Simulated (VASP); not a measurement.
Co:

```
CELL_PARAMETERS angstrom
2.53615 0.00000 0.00000
-1.26807 2.19637 0.00000
0.00000 0.00000 4.14298
ATOMIC_POSITIONS crystal
Co 0.33333 0.66667 0.74014
Co 0.66667 0.33333 0.25986
```

Base run:

- Program: VASP 6.6.1
- Functional: r2SCAN
- Potentials or basis: VASP PAW PBE potentials, release 64 (Co)
- Cutoff: 520 eV
- k mesh: 12 × 12 × 7
- Occupations: fermi-dirac, width 0.05 eV
- Spin: collinear spin, ferromagnetic start
- Starting moments: [2.0, 2.0] μB

Its results: pressure -14.2 GPa; net moment 3.60 μB per cell; site moments Co +1.88 μB; largest force 0.024 eV/Å.

Problem. The run is repeated on the same cell with these changes: functional from r2SCAN to LDA; potentials or basis from VASP PAW PBE potentials, release 64 (Co) to VASP PAW LDA potentials, release 64 (Co). What comes out?

Solution. Pressure -27.1 GPa; net moment 3.23 μB per cell; site moments Co +1.62 μB; largest force 0.234 eV/Å.

Caveats: the cell stands under tension; the PAW data sets were made with another functional, which shifts forces and pressure a little (at least some runs).
